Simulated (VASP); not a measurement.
# KBr (I4/mmm) in VASP: a series of runs

The runs below take KBr through single point, with PBE.

All numbers are computed with VASP 6.6.1; they aren't measurements. Logs are shortened: lines on timing, memory, paths and dates and some standing lists are left out, and cuts for length are marked.

## 1. The cell of the first run

The structure is tetragonal, space group I4/mmm (No. 139). Conventional cell: a = 4.889 Å, b = 4.889 Å, c = 6.420 Å, α = 90.00°, β = 90.00°, γ = 90.00°. K (site symmetry 4/mmm) has 6 Br at 3.21 to 3.46 Å within 4.2 Å. Br (site symmetry 4/mmm) has 6 K at 3.21 to 3.46 Å within 4.2 Å.

## 2. Single point, PBE (strain +0.050 along x and y, -0.025 along z)

INCAR

```
ALGO = Normal ; EDIFF = 1E-7
ENCUT = 520 ; GGA = PE
ISIF = 2 ; ISMEAR = 0
LASPH = T ; LCHARG = F
LREAL = F ; LWAVE = F
NBANDS = 15 ; NELM = 60
PREC = Accurate ; SIGMA = 0.05
```

KPOINTS

```
k-points
0
Gamma
  6 6 6
```

POSCAR

```
KBr
1.0
    0.0000000000      3.4571250000      3.2101875000
    3.4571250000      0.0000000000      3.2101875000
    3.4571250000      3.4571250000      0.0000000000
K Br
1 1
Direct
    0.0000000000      0.0000000000      0.0000000000
    0.5000000000      0.5000000000      0.5000000000
```

Potentials or basis: VASP PAW PBE potentials, release 64 (K_sv, Br).

Command:

```sh
$ cat potpaw_PBE.64/K_sv/POTCAR potpaw_PBE.64/Br/POTCAR > POTCAR
$ mpirun -np 1 vasp_std > vasp.out
```

OUTCAR:

```text
EDIFF = 1E-7
   ENCUT = 520
   GGA = PE
   ISIF = 2
   ISMEAR = 0
   LASPH = T
   LREAL = F
   NELM = 60
   PREC = Accurate

 ion  position               nearest neighbor table
   1  0.000  0.000  0.000-   2 3.21   2 3.21
   2  0.500  0.500  0.500-   1 3.21   1 3.21

  LATTYP: Found a body centered tetragonal cell.
 ALAT       =     4.8891130618
 C/A-ratio  =     1.3131983079

  Lattice vectors:

 A1 = (   0.0000000000,  -3.4571250000,  -3.2101875000)
 A2 = (   0.0000000000,   3.4571250000,  -3.2101875000)
 A3 = (   3.4571250000,   0.0000000000,   3.2101875000)

Analysis of symmetry for initial positions (statically):
=====================================================================
 Subroutine PRICEL returns:
 Original cell was already a primitive cell.

 Routine SETGRP: Setting up the symmetry group for a
 body centered tetragonal supercell.

 Subroutine GETGRP returns: Found 16 space group operations
 (whereof 16 operations were pure point group operations)
 out of a pool of 16 trial point group operations.

The static configuration has the point symmetry D_4h.

Analysis of symmetry for dynamics (positions and initial velocities):
=====================================================================
 Subroutine PRICEL returns:
 Original cell was already a primitive cell.

 Routine SETGRP: Setting up the symmetry group for a
 body centered tetragonal supercell.

 Subroutine GETGRP returns: Found 16 space group operations
 (whereof 16 operations were pure point group operations)
 out of a pool of 16 trial point group operations.

The dynamic configuration has the point symmetry D_4h.

 Subroutine INISYM returns: Found 16 space group operations
 (whereof 16 operations are pure point group operations),
 and found     1 'primitive' translations

----------------------------------------------------------------------------------------

                                     Primitive cell

  volume of cell :      76.7345

  direct lattice vectors                    reciprocal lattice vectors
     0.000000000  3.457125000  3.210187500    -0.144628846  0.144628846  0.155754142
     3.457125000  0.000000000  3.210187500     0.144628846 -0.144628846  0.155754142
     3.457125000  3.457125000  0.000000000     0.144628846  0.144628846 -0.155754142

  length of vectors
     4.717734313  4.717734313  4.889113062     0.257088232  0.257088232  0.257088232

  position of ions in fractional coordinates (direct lattice)
     0.000000000  0.000000000  0.000000000
     0.500000000  0.500000000  0.500000000

  ion indices of the primitive-cell ions
   primitive index   ion index
                 1           1
                 2           2

----------------------------------------------------------------------------------------

 KPOINTS: k-points

Automatic generation of k-mesh.
 Grid dimensions read from file:
 generate k-points for:    6    6    6

 Generating k-lattice:

  Cartesian coordinates                     Fractional coordinates (reciprocal lattice)
    -0.024104808  0.024104808  0.025959024     0.166666667 -0.000000000  0.000000000
     0.024104808 -0.024104808  0.025959024    -0.000000000  0.166666667  0.000000000
     0.024104808  0.024104808 -0.025959024     0.000000000  0.000000000  0.166666667

  Length of vectors
     0.042848039  0.042848039  0.042848039

  Shift w.r.t. Gamma in fractional coordinates (k-lattice)
     0.000000000  0.000000000  0.000000000

 Subroutine IBZKPT returns following result:
 ===========================================

 Found     30 irreducible k-points:

 Following reciprocal coordinates:
            Coordinates               Weight
  0.000000  0.000000  0.000000      1.000000
  0.166667  0.000000  0.000000      8.000000
  0.333333  0.000000  0.000000      8.000000
  0.500000  0.000000  0.000000      4.000000
  0.166667  0.166667  0.000000      2.000000
  0.333333  0.166667  0.000000      8.000000
[... 16 lines left out ...]
  0.333333  0.000000  0.333333      4.000000
  0.500000  0.000000  0.333333     16.000000
 [... further k-points ...]
   k-points           NKPTS =     30   k-points in BZ     NKDIM =     30   number of bands    NBANDS=     15
   number of dos      NEDOS =    301   number of ions     NIONS =      2
   total plane-waves  NPLWV =  46656
   dimension x,y,z NGX =    36 NGY =   36 NGZ =   36
   dimension x,y,z NGXF=    72 NGYF=   72 NGZF=   72
   ions per type =               1   1
   NGX,Y,Z   is equivalent  to a cutoff of  12.69, 12.69, 12.24 a.u.
   NGXF,Y,Z  is equivalent  to a cutoff of  25.37, 25.37, 24.48 a.u.
 SYSTEM =  unknown system
   PREC   = accura    normal or accurate (medium, high low for compatibility)
   ISTART =      0    job   : 0-new  1-cont  2-samecut
   ICHARG =      2    charge: 1-file 2-atom 10-const
   ISPIN  =      1    spin polarized calculation?
   LNONCOLLINEAR =      F non collinear calculations
   LSORBIT =      F    spin-orbit coupling
   LASPH  =      T    aspherical Exc in radial PAW
   ENCUT  =  520.0 eV  38.22 Ry    6.18 a.u.   8.77  8.77  9.09*2*pi/ulx,y,z
   NELM   =     60;   NELMIN=  2; NELMDL= -5     # of ELM steps
   EDIFF  = 0.1E-06   stopping-criterion for ELM
   LREAL  =      F    real-space projection
   EDIFFG = 0.1E-05   stopping-criterion for IOM
   NSW    =      0    number of steps for IOM
   IBRION =     -1    ionic relax: 0-MD 1-quasi-New 2-CG
   NFREE  =      0    steps in history (QN), initial steepest desc. (CG)
   ISIF   =      2    stress and relaxation
   ISYM   =      2    0-nonsym 1-usesym 2-fastsym
   POTIM  = 0.5000    time-step for ionic-motion
   TEBEG  =    0.0;   TEEND  =   0.0 temperature during run
   PSTRESS=    0.0 pullay stress
   NELECT =      16.0000    total number of electrons
   NUPDOWN=      -1.0000    fix difference up-down
   EMIN   =  10.00;   EMAX   =-10.00  energy-range for DOS
   EFERMI =   0.00;   METHOD = LEGACY
   ISMEAR =     0;   SIGMA  =   0.05  broadening in eV -4-tet -1-fermi 0-gaus
   EFERMI_NEDOS =   21; number of points for ismear=-14 and -15
   IALGO  =     38    algorithm
   IMIX   =      4    mixing-type and parameters
     AMIX     =   0.40;   BMIX     =  1.00
     AMIX_MAG =   1.60;   BMIX_MAG =  1.00
  volume/ion in A,a.u.               =      38.37       258.91
  Fermi-wavevector in a.u.,A,eV,Ry     =   0.970774  1.834496 12.822150  0.942401
  Thomas-Fermi vector in A             =   2.100936
   LORBIT       =      0    0 simple, 1 ext, 2 COOP (PROOUT), +10 PAW based schemes
   GGA     = PE    functional components
   LHFCALC =     F    Hartree Fock is set to
   AEXX    =    0.0000 exact exchange contribution
   IVDW    =     0    specifies the selected vdW correction
   LEPSILON=     F    determine dielectric tensor
   LRPA    =     F    only Hartree local field effects (RPA)
 non-spin polarized calculation
 Gauss-broadening in eV      SIGMA  =   0.05
  energy-cutoff  :      520.00
  volume of cell :       76.73
 maximum number of plane-waves:      2080
   NGX = 17   NGY = 17   NGZ = 19

 number of electron      16.0000001 magnetization

 Free energy of the ion-electron system (eV)
  ---------------------------------------------------
  ext. energy  EPLUGINS =         0.00000000
  ---------------------------------------------------
  free energy    TOTEN  =        -6.20016675 eV

  energy without entropy =       -6.20016675  energy(sigma->0) =       -6.20016675

 E-fermi :  -1.7040     XC(G=0):  -7.1058

 val. band max:       -1.9737892490   @ k =   0.0000   0.0000   0.0000
 cond. band min:       2.2709355802   @ k =   0.0000   0.0000   0.0000
 fundamental gap:      4.2447248292
 Fermi energy:        -1.7040113911

 k-point     1 :       0.0000    0.0000    0.0000
  band No.  band energies     occupation
      1     -29.9000      2.00000
      2     -14.2117      2.00000
      3     -13.3767      2.00000
      4     -13.3767      2.00000
      5     -13.3740      2.00000
      6      -1.9934      2.00000
      7      -1.9934      2.00000
      8      -1.9738      2.00000
      9       2.2709      0.00000
     10       5.4670      0.00000
     11       5.4670      0.00000
     12       5.8944      0.00000
     13       6.2129      0.00000
     14       6.5727      0.00000
     15       9.4687      0.00000

 k-point     2 :       0.1667    0.0000    0.0000
  band No.  band energies     occupation
      1     -29.8990      2.00000
      2     -14.2670      2.00000
      3     -13.3793      2.00000
      4     -13.3763      2.00000
      5     -13.3027      2.00000
      6      -2.3143      2.00000
      7      -2.0695      2.00000
      8      -2.0595      2.00000
      9       2.8816      0.00000
     10       5.4307      0.00000
     11       5.7849      0.00000
     12       6.0607      0.00000
     13       6.5221      0.00000
     14       6.9220      0.00000
     15      10.2522      0.00000

 k-point     3 :       0.3333    0.0000    0.0000
  band No.  band energies     occupation
      1     -29.8970      2.00000
      2     -14.3584      2.00000
      3     -13.3845      2.00000
      4     -13.3773      2.00000
      5     -13.1771      2.00000
      6      -2.8340      2.00000
      7      -2.2127      2.00000
      8      -2.2073      2.00000
      9       3.9955      0.00000
     10       5.5789      0.00000
     11       6.6119      0.00000
     12       6.8181      0.00000
     13       7.3099      0.00000
     14       7.7988      0.00000
     15       9.0330      0.00000
[... 343 lines left out ...]
 k-point    23 :       0.3333    0.0000    0.3333
  band No.  band energies     occupation
      1     -29.8965      2.00000
      2     -14.2035      2.00000
      3     -13.3971      2.00000
      4     -13.3900      2.00000
      5     -13.3641      2.00000
      6      -2.7145      2.00000
      7      -2.1808      2.00000
      8      -2.1528      2.00000
      9       4.2518      0.00000
     10       4.3062      0.00000
     11       7.0297      0.00000
     12       7.1381      0.00000
     13       7.6025      0.00000
     14       7.8014      0.00000
     15       8.3738      0.00000

 k-point    24 :       0.5000    0.0000    0.3333
  band No.  band energies     occupation
      1     -29.8955      2.00000
      2     -14.2165      2.00000
      3     -13.4247      2.00000
      4     -13.3931      2.00000
      5     -13.3208      2.00000
      6      -2.7294      2.00000
      7      -2.3688      2.00000
      8      -2.2282      2.00000
      9       4.3678      0.00000
     10       5.1781      0.00000
     11       6.6235      0.00000
     12       7.4245      0.00000
     13       7.4974      0.00000
     14       8.2623      0.00000
     15       8.5756      0.00000

 [... further k-points ...]

------------------------ aborting loop because EDIFF is reached ----------------------------------------

  FORCE on cell =-STRESS in cart. coord.  units (eV):
  Direction    XX          YY          ZZ          XY          YZ          ZX
  --------------------------------------------------------------------------------------
  -------------------------------------------------------------------------------------
  Total       -0.3184686     -0.3184686      0.6656431      0.0000000     -0.0000000     -0.0000000
  in kB       -6.6494643     -6.6494643     13.8982929      0.0000000     -0.0000000     -0.0000000
  external PRESSURE =       0.1997881 kB  Pullay stress =       0.0000000 kB

 VOLUME and BASIS-vectors are now :
 -----------------------------------------------------------------------------
  energy-cutoff  :      520.00
  volume of cell :       76.73
      direct lattice vectors                 reciprocal lattice vectors
     0.000000000  3.457125000  3.210187500    -0.144628846  0.144628846  0.155754142
     3.457125000  0.000000000  3.210187500     0.144628846 -0.144628846  0.155754142
     3.457125000  3.457125000  0.000000000     0.144628846  0.144628846 -0.155754142

 POSITION                                       TOTAL-FORCE (eV/Angst)
 -----------------------------------------------------------------------------------
      0.00000      0.00000      0.00000        -0.000000     -0.000000      0.000000
      3.45713      3.45713      3.21019         0.000000      0.000000     -0.000000
 -----------------------------------------------------------------------------------
    total drift:                                0.000000      0.000000      0.000000

  FREE ENERGIE OF THE ION-ELECTRON SYSTEM (eV)
  ---------------------------------------------------
  free  energy   TOTEN  =        -6.2001667527 eV

  energy  without entropy=       -6.2001667527  energy(sigma->0) =       -6.20016675
```

Wall time 32 s (1 thread of AMD EPYC 7R13, shared host); peak memory 0.18 GiB.

Results:

| Quantity | Value |
| --- | --- |
| Free energy | -6.2002 eV |
| Pressure | 0.0 GPa |
| Band gap on the k mesh | 4.24 eV |

Caveat: the cell differs from its parent crystal (strain +0.050 along x and y, -0.025 along z).

## 3. Single point, PBE (strain +0.050 along x and y, +0.000 along z)

INCAR

```
SYSTEM = KBr
PREC     = Accurate       ! precision mode
ENCUT    = 520            ! plane-wave cutoff, eV
EDIFF    = 1E-7           ! SCF threshold, eV
ISMEAR   = 0              ! smearing method
SIGMA    = 0.05           ! smearing width, eV
LREAL    = .False.        ! projectors in reciprocal space
LASPH    = .True.         ! aspherical terms in the spheres
NELM     = 100            ! most SCF steps
ALGO     = Normal         ! electronic algorithm
ISIF     = 2              ! what is computed and relaxed
LWAVE    = .False.        ! write WAVECAR
LCHARG   = .False.        ! write CHGCAR
GGA      = PE             ! functional
NBANDS   = 15             ! bands
```

KPOINTS

```
Automatic mesh
0
Gamma
  6 6 6
  0 0 0
```

POSCAR

```
KBr
1.0
    0.0000000000      3.4571250000      3.2925000000
    3.4571250000      0.0000000000      3.2925000000
    3.4571250000      3.4571250000      0.0000000000
K Br
1 1
Direct
    0.0000000000      0.0000000000      0.0000000000
    0.5000000000      0.5000000000      0.5000000000
```

Potentials or basis: VASP PAW PBE potentials, release 64 (K_sv, Br).

Command:

```sh
$ cat potpaw_PBE.64/K_sv/POTCAR potpaw_PBE.64/Br/POTCAR > POTCAR
$ mpirun -np 1 vasp_std > vasp.out
```

Run time: 33 s. Hardware: 1 thread of AMD EPYC 7R13, shared host; peak memory 0.19 GiB.

The run converged. Its results:

| Quantity | Value |
| --- | --- |
| Free energy | -6.2104 eV |
| Pressure | -0.4 GPa |
| Band gap on the k mesh | 4.20 eV |

Stress tensor (GPa, compression positive):
```
-0.78  0.00  0.00
 0.00 -0.78  0.00
 0.00  0.00  0.31
```

Levels at points of the mesh, in eV from the valence-band top:
```
           k point  band 4  band 5  band 6  band 7  band 8  band 9  band 10  band 11  band 12  band 13
(0.00, 0.00, 0.00)  -11.46  -11.45   -0.01   -0.01    0.00    4.20     7.48     7.48     7.75     8.23
(0.50, 0.00, 0.00)  -11.46  -11.23   -1.02   -0.27   -0.27    6.39     7.87     9.49     9.53     9.59
(0.50, 0.50, 0.00)  -11.49  -11.49   -0.69   -0.29   -0.29    5.90     6.93     9.19     9.27     9.36
(0.50, 0.00, 0.50)  -11.48  -11.48   -0.74   -0.26   -0.22    5.97     6.84     8.92     9.17     9.35
```

Caveat: the cell differs from its parent crystal (strain +0.050 along x and y, +0.000 along z).
